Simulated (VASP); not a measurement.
# Ge (I4_1/amd) in VASP: further runs

Ge is run at these levels: r2SCAN; tasks: single point.

Program: VASP 6.6.1. These are calculated values, not measurements. Logs are shortened: lines on timing, memory, paths and dates and some standing lists are left out, and cuts for length are marked.

## 1. The cell of the first run

It takes space group I4_1/amd (No. 141, tetragonal). Conventional cell: a = 3.772 Å, b = 3.772 Å, c = 5.911 Å, α = 90.00°, β = 90.00°, γ = 90.00°. Within 3.2 Å of Ge (site symmetry -4m2) lie 4 Ge at 2.40 Å.

## 2. Single point, r2SCAN

Input file POSCAR:

```
Ge
1.0
    2.6671814810      2.6671814810      0.0000000000
   -2.6671814810      2.6671814810      0.0000000000
    0.0000000000      0.0000000000      5.9109481495
Ge
4
Direct
    0.5000000000      0.5000000000      0.5000000000
    0.5000000000      0.0000000000      0.2500000000
    0.0000000000      0.0000000000      0.0000000000
    0.0000000000      0.5000000000      0.7500000000
```

Input file INCAR.step1:

```
SYSTEM = Ge
PREC = Accurate
ENCUT = 520
ISMEAR = 0
SIGMA = 0.02
LREAL = .False.
LASPH = .True.
NELM = 80
NBANDS = 36
GGA = PE
ALGO = Normal
EDIFF = 1E-4
LWAVE = .True.
LCHARG = .False.
```

Input file INCAR.step2:

```
SYSTEM = Ge
PREC = Accurate
ENCUT = 520
EDIFF = 1E-7
ISMEAR = 0
SIGMA = 0.02
LREAL = .False.
LASPH = .True.
NELM = 80
ALGO = Normal
ISIF = 2
LWAVE = .False.
LCHARG = .True.
METAGGA = R2SCAN
LMIXTAU = .True.
LELF = .True.
LVHAR = .True.
NBANDS = 36
ISTART = 1
```

Input file KPOINTS:

```
Automatic mesh
0
Gamma
  10 10 6
  0 0 0
```

Potentials or basis: VASP PAW PBE potentials, release 64 (Ge_d).

Launch:

```
$ cat potpaw_PBE.64/Ge_d/POTCAR > POTCAR
$ cp INCAR.step1 INCAR
$ mpirun -np 1 vasp_std > vasp.out
$ cp INCAR.step2 INCAR
$ mpirun -np 1 vasp_std > vasp.out
```

OUTCAR:

```text
SYSTEM = Ge
   PREC = Accurate
   ENCUT = 520
   EDIFF = 1E-7
   ISMEAR = 0
   LREAL = .False.
   LASPH = .True.
   NELM = 80
   ISIF = 2
   METAGGA = R2SCAN
   ISTART = 1

 ion  position               nearest neighbor table
   1  0.500  0.500  0.500-   2 2.40   4 2.40   2 2.40   4 2.40
   2  0.500  0.000  0.250-   1 2.40   3 2.40   1 2.40   3 2.40
   3  0.000  0.000  0.000-   2 2.40   4 2.40   4 2.40   2 2.40
   4  0.000  0.500  0.750-   1 2.40   3 2.40   3 2.40   1 2.40

  LATTYP: Found a simple tetragonal cell.
 ALAT       =     3.7719642237
 C/A-ratio  =     1.5670742878

  Lattice vectors:

 A1 = (   2.6671814810,   2.6671814810,   0.0000000000)
 A2 = (  -2.6671814810,   2.6671814810,   0.0000000000)
 A3 = (   0.0000000000,   0.0000000000,   5.9109481495)

Analysis of symmetry for initial positions (statically):
=====================================================================
 Subroutine PRICEL returns following result:

  LATTYP: Found a body centered tetragonal cell.
 ALAT       =     3.7719642237
 C/A-ratio  =     1.5670742878

  Lattice vectors:

 A1 = (   2.6671814810,   0.0000000000,  -2.9554740747)
 A2 = (  -2.6671814810,   0.0000000000,  -2.9554740748)
 A3 = (   0.0000000000,   2.6671814810,   2.9554740748)

   2 primitive cells build up your supercell.

 Routine SETGRP: Setting up the symmetry group for a
 simple tetragonal supercell.

 Subroutine GETGRP returns: Found 16 space group operations
 (whereof  8 operations were pure point group operations)
 out of a pool of 16 trial point group operations.

The static configuration has the point symmetry D_2d.
 The point group associated with its full space group is D_4h.

Analysis of symmetry for dynamics (positions and initial velocities):
=====================================================================
 Subroutine PRICEL returns following result:

  LATTYP: Found a body centered tetragonal cell.
 ALAT       =     3.7719642237
 C/A-ratio  =     1.5670742878

  Lattice vectors:

 A1 = (   2.6671814810,   0.0000000000,  -2.9554740747)
 A2 = (  -2.6671814810,   0.0000000000,  -2.9554740748)
 A3 = (   0.0000000000,   2.6671814810,   2.9554740748)

   2 primitive cells build up your supercell.

 Routine SETGRP: Setting up the symmetry group for a
 simple tetragonal supercell.

 Subroutine GETGRP returns: Found 16 space group operations
 (whereof  8 operations were pure point group operations)
 out of a pool of 16 trial point group operations.

The dynamic configuration has the point symmetry D_2d.
 The point group associated with its full space group is D_4h.

 Subroutine INISYM returns: Found 16 space group operations
 (whereof  8 operations are pure point group operations),
 and found     2 'primitive' translations

----------------------------------------------------------------------------------------

                                     Primitive cell

  volume of cell :      42.0496

  direct lattice vectors                    reciprocal lattice vectors
     2.667181481  0.000000000 -2.955474075     0.187463809  0.187463809 -0.169177596
    -2.667181481  0.000000000 -2.955474075    -0.187463809  0.187463809 -0.169177596
     0.000000000  2.667181481  2.955474075     0.000000000  0.374927618  0.000000000

  length of vectors
     3.981040575  3.981040575  3.981040575     0.314493909  0.314493909  0.374927618

  position of ions in fractional coordinates (direct lattice)
     0.000000000  0.000000000  1.000000000
     0.250000000  0.750000000  0.500000000

  ion indices of the primitive-cell ions
   primitive index   ion index
                 1           1
                 2           2

----------------------------------------------------------------------------------------

 KPOINTS: Automatic mesh

Automatic generation of k-mesh.
 Grid dimensions read from file:
 generate k-points for:   10   10    6

 Generating k-lattice:

  Cartesian coordinates                     Fractional coordinates (reciprocal lattice)
     0.018746381  0.018746381  0.000000000     0.100000000  0.000000000  0.000000000
    -0.018746381  0.018746381  0.000000000     0.000000000  0.100000000  0.000000000
     0.000000000  0.000000000  0.028196266     0.000000000  0.000000000  0.166666667

  Length of vectors
     0.026511386  0.026511386  0.028196266

  Shift w.r.t. Gamma in fractional coordinates (k-lattice)
     0.000000000  0.000000000  0.000000000

 Subroutine IBZKPT returns following result:
 ===========================================

 Found     84 irreducible k-points:

 Following reciprocal coordinates:
            Coordinates               Weight
  0.000000  0.000000  0.000000      1.000000
  0.100000  0.000000  0.000000      4.000000
  0.200000  0.000000  0.000000      4.000000
  0.300000  0.000000  0.000000      4.000000
  0.400000  0.000000  0.000000      4.000000
  0.500000  0.000000  0.000000      2.000000
[... 16 lines left out ...]
  0.100000  0.000000  0.166667      8.000000
  0.200000  0.000000  0.166667      8.000000
 [... further k-points ...]
   k-points           NKPTS =     84   k-points in BZ     NKDIM =     84   number of bands    NBANDS=     36
   number of dos      NEDOS =    301   number of ions     NIONS =      4
   total plane-waves  NPLWV =  37632
   dimension x,y,z NGX =    28 NGY =   28 NGZ =   48
   dimension x,y,z NGXF=    56 NGYF=   56 NGZF=   96
   ions per type =               4
   NGX,Y,Z   is equivalent  to a cutoff of  12.34, 12.34, 13.50 a.u.
   NGXF,Y,Z  is equivalent  to a cutoff of  24.68, 24.68, 27.00 a.u.
 SYSTEM =  Ge
   PREC   = accura    normal or accurate (medium, high low for compatibility)
   ISTART =      1    job   : 0-new  1-cont  2-samecut
   ICHARG =      0    charge: 1-file 2-atom 10-const
   ISPIN  =      1    spin polarized calculation?
   LNONCOLLINEAR =      F non collinear calculations
   LSORBIT =      F    spin-orbit coupling
   LASPH  =      T    aspherical Exc in radial PAW
   ENCUT  =  520.0 eV  38.22 Ry    6.18 a.u.   7.01  7.01 10.99*2*pi/ulx,y,z
   NELM   =     80;   NELMIN=  2; NELMDL=  0     # of ELM steps
   EDIFF  = 0.1E-06   stopping-criterion for ELM
   LREAL  =      F    real-space projection
   EDIFFG = 0.1E-05   stopping-criterion for IOM
   NSW    =      0    number of steps for IOM
   IBRION =     -1    ionic relax: 0-MD 1-quasi-New 2-CG
   NFREE  =      0    steps in history (QN), initial steepest desc. (CG)
   ISIF   =      2    stress and relaxation
   ISYM   =      2    0-nonsym 1-usesym 2-fastsym
   POTIM  = 0.5000    time-step for ionic-motion
   TEBEG  =    0.0;   TEEND  =   0.0 temperature during run
   PSTRESS=    0.0 pullay stress
   NELECT =      56.0000    total number of electrons
   NUPDOWN=      -1.0000    fix difference up-down
   EMIN   =  10.00;   EMAX   =-10.00  energy-range for DOS
   EFERMI =   0.00;   METHOD = LEGACY
   ISMEAR =     0;   SIGMA  =   0.02  broadening in eV -4-tet -1-fermi 0-gaus
   EFERMI_NEDOS =   21; number of points for ismear=-14 and -15
   IALGO  =     38    algorithm
   IMIX   =      4    mixing-type and parameters
     AMIX     =   0.40;   BMIX     =  1.00
     AMIX_MAG =   1.60;   BMIX_MAG =  1.00
  volume/ion in A,a.u.               =      21.02       141.88
  Fermi-wavevector in a.u.,A,eV,Ry     =   1.429574  2.701504 27.805993  2.043683
  Thomas-Fermi vector in A             =   2.549513
   LORBIT       =      0    0 simple, 1 ext, 2 COOP (PROOUT), +10 PAW based schemes
   METAGGA = R2SCAN    functional components
   LHFCALC =     F    Hartree Fock is set to
   AEXX    =    0.0000 exact exchange contribution
   IVDW    =     0    specifies the selected vdW correction
   LEPSILON=     F    determine dielectric tensor
   LRPA    =     F    only Hartree local field effects (RPA)
 non-spin polarized calculation
 Gauss-broadening in eV      SIGMA  =   0.02
  energy-cutoff  :      520.00
  volume of cell :       84.10
 maximum number of plane-waves:      2284
   NGX = 15   NGY = 15   NGZ = 21

 number of electron      55.9999913 magnetization

 Free energy of the ion-electron system (eV)
  ---------------------------------------------------
  ext. energy  EPLUGINS =         0.00000000
  ---------------------------------------------------
  free energy    TOTEN  =       -55.15100299 eV

  energy without entropy =      -55.15089543  energy(sigma->0) =      -55.15094921

 E-fermi :   5.8911     XC(G=0): -11.2209

 val. band max:        5.8569890658   @ k =   0.1000   0.0000   0.0000
 cond. band min:       5.8966819699   @ k =   0.0000   0.0000   0.0000
 fundamental gap:      0.0396929041
 Fermi energy:         5.8911138989

 k-point     1 :       0.0000    0.0000    0.0000
  band No.  band energies     occupation
      1     -20.1166      2.00000
      2     -20.1166      2.00000
      3     -20.0625      2.00000
      4     -20.0625      2.00000
      5     -20.0305      2.00000
      6     -20.0177      2.00000
[... 28 lines left out ...]
     35      12.8894      0.00000
     36      14.3836      0.00000

 k-point     2 :       0.1000    0.0000    0.0000
  band No.  band energies     occupation
      1     -20.1191      2.00000
      2     -20.1165      2.00000
      3     -20.0684      2.00000
      4     -20.0595      2.00000
      5     -20.0325      2.00000
      6     -20.0168      2.00000
[... 28 lines left out ...]
     35      13.3690      0.00000
     36      14.5114      0.00000

 k-point     3 :       0.2000    0.0000    0.0000
  band No.  band energies     occupation
      1     -20.1211      2.00000
      2     -20.1164      2.00000
      3     -20.0806      2.00000
      4     -20.0502      2.00000
      5     -20.0391      2.00000
      6     -20.0145      2.00000
[... 28 lines left out ...]
     35      14.2382      0.00000
     36      14.3248      0.00000

 k-point     4 :       0.3000    0.0000    0.0000
  band No.  band energies     occupation
      1     -20.1163      2.00000
      2     -20.1156      2.00000
      3     -20.0928      2.00000
      4     -20.0508      2.00000
      5     -20.0355      2.00000
      6     -20.0118      2.00000
[... 28 lines left out ...]
     35      13.0096      0.00000
     36      13.1822      0.00000

 k-point     5 :       0.4000    0.0000    0.0000
  band No.  band energies     occupation
      1     -20.1136      2.00000
      2     -20.1038      2.00000
      3     -20.1027      2.00000
      4     -20.0673      2.00000
      5     -20.0209      2.00000
      6     -20.0104      2.00000
[... 655 lines left out ...]
 k-point    22 :       0.0000    0.0000    0.1667
  band No.  band energies     occupation
      1     -20.1135      2.00000
      2     -20.1135      2.00000
      3     -20.0668      2.00000
      4     -20.0668      2.00000
      5     -20.0506      2.00000
      6     -20.0470      2.00000
[... 28 lines left out ...]
     35      13.0771      0.00000
     36      13.3966      0.00000

 k-point    23 :       0.1000    0.0000    0.1667
  band No.  band energies     occupation
      1     -20.1160      2.00000
      2     -20.1135      2.00000
      3     -20.0715      2.00000
      4     -20.0647      2.00000
      5     -20.0488      2.00000
      6     -20.0400      2.00000
[... 28 lines left out ...]
     35      13.2891      0.00000
     36      13.8777      0.00000

 k-point    24 :       0.2000    0.0000    0.1667
  band No.  band energies     occupation
      1     -20.1175      2.00000
      2     -20.1134      2.00000
      3     -20.0816      2.00000
      4     -20.0575      2.00000
      5     -20.0463      2.00000
      6     -20.0279      2.00000
[... 28 lines left out ...]
     35      12.7743      0.00000
     36      13.7965      0.00000

 [... further k-points ...]

------------------------ aborting loop because EDIFF is reached ----------------------------------------

  FORCE on cell =-STRESS in cart. coord.  units (eV):
  Direction    XX          YY          ZZ          XY          YZ          ZX
  --------------------------------------------------------------------------------------
  -------------------------------------------------------------------------------------
  Total        5.5781036      5.5781036      0.0954424      0.0000000      0.0000000      0.0000000
  in kB      106.2685810    106.2685810      1.8182744      0.0000000      0.0000000      0.0000000
  external PRESSURE =      71.4518121 kB  Pullay stress =       0.0000000 kB

 VOLUME and BASIS-vectors are now :
 -----------------------------------------------------------------------------
  energy-cutoff  :      520.00
  volume of cell :       84.10
      direct lattice vectors                 reciprocal lattice vectors
     2.667181481  2.667181481  0.000000000     0.187463809  0.187463809  0.000000000
    -2.667181481  2.667181481  0.000000000    -0.187463809  0.187463809  0.000000000
     0.000000000  0.000000000  5.910948150     0.000000000  0.000000000  0.169177596

 POSITION                                       TOTAL-FORCE (eV/Angst)
 -----------------------------------------------------------------------------------
      0.00000      2.66718      2.95547        -0.000000     -0.000000     -0.000000
      1.33359      1.33359      1.47774         0.000000      0.000000      0.000000
      0.00000      0.00000      0.00000        -0.000000     -0.000000      0.000000
     -1.33359      1.33359      4.43321         0.000000      0.000000     -0.000000
 -----------------------------------------------------------------------------------
    total drift:                               -0.000000      0.000000      0.000000

  FREE ENERGIE OF THE ION-ELECTRON SYSTEM (eV)
  ---------------------------------------------------
  free  energy   TOTEN  =       -55.1510029863 eV

  energy  without entropy=      -55.1508954335  energy(sigma->0) =      -55.15094921
```

Run time: 17 min. Hardware: 1 thread of AMD EPYC 7R43 (Zen 3), shared host; peak memory 0.27 GiB.

What came out:

```
Free energy            : -55.1510 eV
Pressure               : 7.1 GPa
Band gap on the k mesh : zero (filled and empty bands touch)
```

Levels at points of the mesh, in eV from the Fermi level:
```csv
k point,band 26,band 27,band 28,band 29,band 30,band 31
"(0.00, 0.00, 0.00)",-0.98,0.01,0.01,0.67,1.22,1.22
"(0.50, 0.00, 0.00)",-5.05,-1.44,-1.44,2.75,2.75,4.76
"(0.50, 0.50, 0.00)",-4.05,-4.05,-4.05,0.26,0.26,0.26
"(0.00, 0.00, 0.50)",-2.20,-2.20,-2.20,1.52,1.52,2.97
"(0.50, 0.00, 0.50)",-2.47,-1.36,-1.36,0.10,0.10,3.67
"(0.50, 0.50, 0.50)",-4.74,-4.74,-4.74,3.66,3.66,3.66
```

Caveat: the stress differs along the axes, from 0 to 11 GPa; semilocal functionals underestimate gaps, and a narrow one can read as zero; the PAW data sets were made with another functional, which shifts forces and pressure a little.

## 3. Single point, r2SCAN (biaxial strain in the a-b plane: -4.0 %)

Input file POSCAR:

```
Ge
1.0
    2.7239300231      2.7239300231      0.0000000000
   -2.7239300231      2.7239300231      0.0000000000
    0.0000000000      0.0000000000      5.8110507160
Ge
4
Direct
    0.5000000000      0.5000000000      0.5000000000
    0.5000000000      0.0000000000      0.2500000000
    0.0000000000      0.0000000000      0.0000000000
    0.0000000000      0.5000000000      0.7500000000
```

INCAR.step1 is that of step 2.

Input file INCAR.step2:

```
SYSTEM = Ge
PREC = Accurate
ENCUT = 520
EDIFF = 1E-6
ISMEAR = 0
SIGMA = 0.02
LREAL = .False.
LASPH = .True.
NELM = 80
ALGO = Normal
ISIF = 2
LWAVE = .False.
LCHARG = .False.
METAGGA = R2SCAN
LMIXTAU = .True.
NBANDS = 36
ISTART = 1
```

Input file KPOINTS:

```
regular mesh
0
Gamma
  10 10 6
  0 0 0
```

Potentials or basis: VASP PAW PBE potentials, release 64 (Ge_d).

Launch:

```
$ cat potpaw_PBE.64/Ge_d/POTCAR > POTCAR
$ cp INCAR.step1 INCAR
$ mpirun -np 1 vasp_std > vasp.out
$ cp INCAR.step2 INCAR
$ mpirun -np 1 vasp_std > vasp.out
```

It took 24 min on 1 thread of AMD EPYC 7R43 (Zen 3), shared host; peak memory 0.28 GiB.

The run converged. Its results:

```
Free energy            : -55.3425 eV
Pressure               : 4.7 GPa
Band gap on the k mesh : 0.29 eV
```

Stress tensor (GPa, compression positive):
```
6.78 0.00 0.00
0.00 6.78 0.00
0.00 0.00 0.65
```

Levels at points of the mesh, in eV from the valence-band top:
```
           k point  band 24  band 25  band 26  band 27  band 28  band 29  band 30  band 31  band 32  band 33
(0.00, 0.00, 0.00)    -3.26    -3.26    -0.59     0.00     0.00     0.64     1.12     1.12     2.44     2.44
(0.50, 0.00, 0.00)    -7.16    -4.66    -4.66    -1.51    -1.51     2.55     2.55     4.99     4.99     5.09
(0.50, 0.50, 0.00)    -9.49    -3.75    -3.75    -3.75    -3.75     0.53     0.53     0.53     0.53    10.05
(0.00, 0.00, 0.50)    -5.32    -2.19    -2.19    -2.19    -2.19     1.41     1.41     2.99     2.99     6.12
(0.50, 0.00, 0.50)    -8.31    -2.09    -2.09    -1.42    -1.42     0.31     0.31     3.73     3.73     4.04
(0.50, 0.50, 0.50)    -9.40    -4.49    -4.49    -4.49    -4.49     4.07     4.07     4.07     4.07     4.41
```

Caveat: the cell differs from its parent crystal (biaxial strain in the a-b plane: -4.0 %); the stress differs along the axes, from 1 to 7 GPa; semilocal functionals underestimate gaps, and a narrow one can read as zero; the PAW data sets were made with another functional, which shifts forces and pressure a little.

The gap in the log of VASP goes by the Fermi energy; the results here count the filled bands.